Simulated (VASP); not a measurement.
# Al6N in VASP: a series of runs, part 2 of 3

VASP 6.6.1. Earlier steps stand in the parts before.

### Step 4. Single point, PBE

The input, INCAR:

```
SYSTEM = Al6N
PREC = Accurate
ENCUT = 520
EDIFF = 1E-6
ISMEAR = 0
SIGMA = 0.1
LREAL = .False.
LASPH = .True.
NELM = 60
ALGO = Normal
ISIF = 2
LWAVE = .False.
LCHARG = .True.
LDIPOL = .True.
IDIPOL = 3
DIPOL = 0.5 0.5 0.301
GGA = PE
LELF = .True.
LVHAR = .True.
LVACPOTAV = .True.
NBANDS = 36
```

The input, KPOINTS:

```
regular mesh
0
Gamma
  5 5 1
  0 0 0
```

The input, POSCAR:

```
Al6N
1.0
    5.7143028096      0.0000000000      0.0000000000
    0.0000000000      5.7143028096      0.0000000000
    0.0000000000      0.0000000000     22.1750227687
Al N
12 2
Direct
    0.2500000000      0.2500000000      0.1803831293
    0.2500000000      0.7500000000      0.1803831293
    0.7500000000      0.2500000000      0.1803831293
    0.7500000000      0.7500000000      0.1803831293
    0.0000000000      0.0000000000      0.2744094920
    0.0000000000      0.5000000000      0.2744094920
    0.5000000000      0.0000000000      0.2744094920
    0.5000000000      0.5000000000      0.2744094920
    0.2500000000      0.2500000000      0.3686590473
    0.2500000000      0.7500000000      0.3686590473
    0.7500000000      0.2500000000      0.3686590473
    0.7500000000      0.7500000000      0.3686590473
    0.3385629830      0.5000000000      0.4624582746
    0.6614370170      0.5000000000      0.4624582746
```

Potentials or basis: VASP PAW PBE potentials, release 64 (Al, N).

Run with:

```console
$ cat potpaw_PBE.64/Al/POTCAR potpaw_PBE.64/N/POTCAR > POTCAR
$ mpirun -np 1 vasp_std > vasp.out
```

OUTCAR:

```text
SYSTEM = Al6N
   PREC = Accurate
   ENCUT = 520
   EDIFF = 1E-6
   ISMEAR = 0
   LREAL = .False.
   LASPH = .True.
   NELM = 60
   ISIF = 2
   GGA = PE

 ion  position               nearest neighbor table
   1  0.250  0.250  0.180-   2 2.86   3 2.86   2 2.86   3 2.86   7 2.90   8 2.90   5 2.90   6 2.90

   2  0.250  0.750  0.180-   1 2.86   4 2.86   1 2.86   4 2.86   7 2.90   8 2.90   5 2.90   6 2.90

   3  0.750  0.250  0.180-   1 2.86   4 2.86   4 2.86   1 2.86   7 2.90   8 2.90   5 2.90   6 2.90
[... 15 lines left out ...]
  11  0.750  0.250  0.369-   9 2.86  12 2.86  12 2.86   9 2.86   5 2.91   6 2.91   7 2.91   8 2.91

  12  0.750  0.750  0.369-  10 2.86  11 2.86  11 2.86  10 2.86   5 2.91   6 2.91   7 2.91   8 2.91

  13  0.339  0.500  0.462-
  14  0.661  0.500  0.462-

  LATTYP: Found a simple tetragonal cell.
 ALAT       =     5.7143028096
 C/A-ratio  =     3.8806173750

  Lattice vectors:

 A1 = (   5.7143028096,   0.0000000000,   0.0000000000)
 A2 = (   0.0000000000,   5.7143028096,   0.0000000000)
 A3 = (   0.0000000000,   0.0000000000,  22.1750227687)

Analysis of symmetry for initial positions (statically):
=====================================================================
 Subroutine PRICEL returns:
 Original cell was already a primitive cell.

 Routine SETGRP: Setting up the symmetry group for a
 simple tetragonal supercell.

 Subroutine GETGRP returns: Found  4 space group operations
 (whereof  4 operations were pure point group operations)
 out of a pool of 16 trial point group operations.

The static configuration has the point symmetry C_2v.

Analysis of symmetry for dynamics (positions and initial velocities):
=====================================================================
 Subroutine PRICEL returns:
 Original cell was already a primitive cell.

 Routine SETGRP: Setting up the symmetry group for a
 simple tetragonal supercell.

 Subroutine GETGRP returns: Found  4 space group operations
 (whereof  4 operations were pure point group operations)
 out of a pool of 16 trial point group operations.

The dynamic configuration has the point symmetry C_2v.

 Subroutine INISYM returns: Found  4 space group operations
 (whereof  4 operations are pure point group operations),
 and found     1 'primitive' translations

----------------------------------------------------------------------------------------

                                     Primitive cell

  volume of cell :     724.0867

  direct lattice vectors                    reciprocal lattice vectors
     5.714302810  0.000000000  0.000000000     0.174999476  0.000000000  0.000000000
     0.000000000  5.714302810  0.000000000     0.000000000  0.174999476  0.000000000
     0.000000000  0.000000000 22.175022769     0.000000000  0.000000000  0.045095782

  length of vectors
     5.714302810  5.714302810 22.175022769     0.174999476  0.174999476  0.045095782

  position of ions in fractional coordinates (direct lattice)
     0.250000000  0.250000000  0.180383129
     0.250000000  0.750000000  0.180383129
     0.750000000  0.250000000  0.180383129
     0.750000000  0.750000000  0.180383129
     0.000000000  0.000000000  0.274409492
     0.000000000  0.500000000  0.274409492
     0.500000000  0.000000000  0.274409492
     0.500000000  0.500000000  0.274409492
     0.250000000  0.250000000  0.368659047
[... 70 lines left out ...]
   ISTART =      0    job   : 0-new  1-cont  2-samecut
   ICHARG =      2    charge: 1-file 2-atom 10-const
   ISPIN  =      1    spin polarized calculation?
   LNONCOLLINEAR =      F non collinear calculations
   LSORBIT =      F    spin-orbit coupling
   LASPH  =      T    aspherical Exc in radial PAW
   ENCUT  =  520.0 eV  38.22 Ry    6.18 a.u.  10.62 10.62 41.23*2*pi/ulx,y,z
   NELM   =     60;   NELMIN=  2; NELMDL= -5     # of ELM steps
   EDIFF  = 0.1E-05   stopping-criterion for ELM
   LREAL  =      F    real-space projection
   EDIFFG = 0.1E-04   stopping-criterion for IOM
   NSW    =      0    number of steps for IOM
   IBRION =     -1    ionic relax: 0-MD 1-quasi-New 2-CG
   NFREE  =      0    steps in history (QN), initial steepest desc. (CG)
   ISIF   =      2    stress and relaxation
   ISYM   =      2    0-nonsym 1-usesym 2-fastsym
   POTIM  = 0.5000    time-step for ionic-motion
   TEBEG  =    0.0;   TEEND  =   0.0 temperature during run
   PSTRESS=    0.0 pullay stress
   NELECT =      46.0000    total number of electrons
   NUPDOWN=      -1.0000    fix difference up-down
   EMIN   =  10.00;   EMAX   =-10.00  energy-range for DOS
   EFERMI =   0.00;   METHOD = LEGACY
   ISMEAR =     0;   SIGMA  =   0.10  broadening in eV -4-tet -1-fermi 0-gaus
   EFERMI_NEDOS =   21; number of points for ismear=-14 and -15
   IALGO  =     38    algorithm
   IMIX   =      4    mixing-type and parameters
     AMIX     =   0.40;   BMIX     =  1.00
     AMIX_MAG =   1.60;   BMIX_MAG =  1.00
  volume/ion in A,a.u.               =      51.72       349.03
  Fermi-wavevector in a.u.,A,eV,Ry     =   0.653227  1.234419  5.805675  0.426705
  Thomas-Fermi vector in A             =   1.723399
   LORBIT       =      0    0 simple, 1 ext, 2 COOP (PROOUT), +10 PAW based schemes
   GGA     = PE    functional components
   LHFCALC =     F    Hartree Fock is set to
   AEXX    =    0.0000 exact exchange contribution
   IVDW    =     0    specifies the selected vdW correction
   LEPSILON=     F    determine dielectric tensor
   LRPA    =     F    only Hartree local field effects (RPA)
 non-spin polarized calculation
 Gauss-broadening in eV      SIGMA  =   0.10
  energy-cutoff  :      520.00
  volume of cell :      724.09
 maximum number of plane-waves:     19529
   NGX = 21   NGY = 21   NGZ = 83

 dipolmoment           0.000000      0.000000     -0.001319 electrons x Angstroem

 number of electron      46.0000001 magnetization

 dipolmoment           0.000000      0.000000      0.403419 electrons x Angstroem

 Free energy of the ion-electron system (eV)
  ---------------------------------------------------
  ext. energy  EPLUGINS =         0.00000000
  ---------------------------------------------------
  free energy    TOTEN  =       -52.05391306 eV

  energy without entropy =      -52.01934255  energy(sigma->0) =      -52.03662780

 E-fermi :  -1.5292     XC(G=0):  -4.0353

 val. band max:       -1.5531105599   @ k =   0.0000   0.0000   0.0000
 cond. band min:      -1.4750807211   @ k =   0.0000   0.2000   0.0000
 fundamental gap:      0.0780298388
 Fermi energy:        -1.5292095613

 k-point     1 :       0.0000    0.0000    0.0000
  band No.  band energies     occupation
      1     -15.5235      2.00000
      2     -12.1656      2.00000
      3     -11.6286      2.00000
      4      -9.4865      2.00000
      5      -7.2675      2.00000
      6      -7.2338      2.00000
[... 331 lines left out ...]
     34       1.2873      0.00000
     35       1.5097      0.00000
 [bands above 35 left out]

------------------------ aborting loop because EDIFF is reached ----------------------------------------

  FORCE on cell =-STRESS in cart. coord.  units (eV):
  Direction    XX          YY          ZZ          XY          YZ          ZX
  --------------------------------------------------------------------------------------
  -------------------------------------------------------------------------------------
  Total      -16.6469220    -10.1346346    -11.1695473      0.0000000      0.0000000      0.0000000
  in kB      -36.8344298    -22.4247753    -24.7147133      0.0000000      0.0000000      0.0000000
  external PRESSURE =     -27.9913061 kB  Pullay stress =       0.0000000 kB

 VOLUME and BASIS-vectors are now :
 -----------------------------------------------------------------------------
  energy-cutoff  :      520.00
  volume of cell :      724.09
      direct lattice vectors                 reciprocal lattice vectors
     5.714302810  0.000000000  0.000000000     0.174999476  0.000000000  0.000000000
     0.000000000  5.714302810  0.000000000     0.000000000  0.174999476  0.000000000
     0.000000000  0.000000000 22.175022769     0.000000000  0.000000000  0.045095782

 POSITION                                       TOTAL-FORCE (eV/Angst)
 -----------------------------------------------------------------------------------
      1.42858      1.42858      4.00000        -0.060824      0.040139      0.023959
      1.42858      4.28573      4.00000        -0.060824     -0.040139      0.023959
      4.28573      1.42858      4.00000         0.060824      0.040139      0.023959
      4.28573      4.28573      4.00000         0.060824     -0.040139      0.023959
      0.00000      0.00000      6.08504         0.000000     -0.000000     -0.032606
      0.00000      2.85715      6.08504         0.000000     -0.000000      0.074245
      2.85715      0.00000      6.08504         0.000000     -0.000000      0.069435
      2.85715      2.85715      6.08504         0.000000     -0.000000      0.211069
      1.42858      1.42858      8.17502         0.135778      0.364038      1.107483
      1.42858      4.28573      8.17502         0.135778     -0.364038      1.107483
      4.28573      1.42858      8.17502        -0.135778      0.364038      1.107483
      4.28573      4.28573      8.17502        -0.135778     -0.364038      1.107483
      1.93465      2.85715     10.25502         4.749102     -0.000000     -2.423955
      3.77965      2.85715     10.25502        -4.749102     -0.000000     -2.423955
 -----------------------------------------------------------------------------------
    total drift:                                0.000000      0.000000     -0.000018

  FREE ENERGIE OF THE ION-ELECTRON SYSTEM (eV)
  ---------------------------------------------------
  free  energy   TOTEN  =       -52.0539130591 eV

  energy  without entropy=      -52.0193425485  energy(sigma->0) =      -52.03662780

 vacuum level on the upper side and lower side of the slab         5.106         2.870
```

Run time: 11 min. Hardware: 1 thread of Intel Xeon Platinum 8259CL at 2.50GHz (Skylake/Cascade Lake), shared host; peak memory 0.7 GiB.

Results:

```yaml
Free_energy: -52.0539 eV
Largest_force: 5.332 eV/Å
Band_gap_on_the_k_mesh: zero (bands 23 and 24 overlap by 0.67 eV)
```

Forces on the atoms (eV/Å):
```
Al  -0.061  0.040  0.024
Al  -0.061 -0.040  0.024
Al   0.061  0.040  0.024
Al   0.061 -0.040  0.024
Al   0.000  0.000 -0.033
Al   0.000  0.000  0.074
Al   0.000  0.000  0.069
Al   0.000  0.000  0.211
Al   0.136  0.364  1.107
Al   0.136 -0.364  1.107
Al  -0.136  0.364  1.107
Al  -0.136 -0.364  1.107
N    4.749  0.000 -2.424
N   -4.749  0.000 -2.424
```

(Part 2 of 3 ends here.)
